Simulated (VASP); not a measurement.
**GaW: single point with PBE**

Crystal: GaW.

```
CELL_PARAMETERS angstrom
1.17441 -2.75737 0.00000
1.17441 2.75737 0.00000
0.00000 0.00000 3.64942
ATOMIC_POSITIONS crystal
Ga 0.98789 0.99541 0.00641
W 0.02155 0.01548 0.49401
```

```
Program                : VASP 6.6.1
Task                   : single point
Functional             : PBE
Potentials or basis    : VASP PAW PBE potentials, release 64 (Ga_d, W_sv)
Cutoff                 : 520 eV
k mesh                 : 11 × 11 × 7
Occupations            : methfessel-paxton, width 0.05 eV
Spin                   : no spin polarisation
Dipole correction      : no
Further INCAR settings : ALGO = Fast; EDIFF = 1e-07; NBANDS = 20
```

* Pressure: 268.7 GPa
* Largest force: 9.050 eV/Å
* Band gap on the k mesh: zero (an odd number of electrons rules out a gap without spin polarisation)

Forces in eV/Å, atoms in the order of the input:
```
Ga  -1.955  1.101 -8.768
W    1.955 -1.101  8.768
```

Stress tensor (GPa, compression positive):
```
116.85  -0.45   3.71
 -0.45  15.67  -2.20
  3.71  -2.20 673.61
```

Levels at points of the mesh, in eV from the Fermi level:
```
           k point  band 10  band 11  band 12  band 13  band 14  band 15  band 16  band 17
(0.00, 0.00, 0.00)   -13.26    -5.67    -3.59     1.11     1.25     3.82     4.33     6.17
```

Run time: 7.7 min on 1 thread of Oxide Virtual Turin-like Processor, with other jobs on the host, peak memory 0.28 GiB.

Caveat: atoms lie so close that the PAW spheres overlap strongly, which falsifies energies and pressures; the stress differs along the axes, from 16 to 674 GPa; spin-orbit coupling is left out, which moves the levels of the heavy elements; forces of over 1 eV/Å act on the atoms, so gaps and moduli don't describe the material at rest.
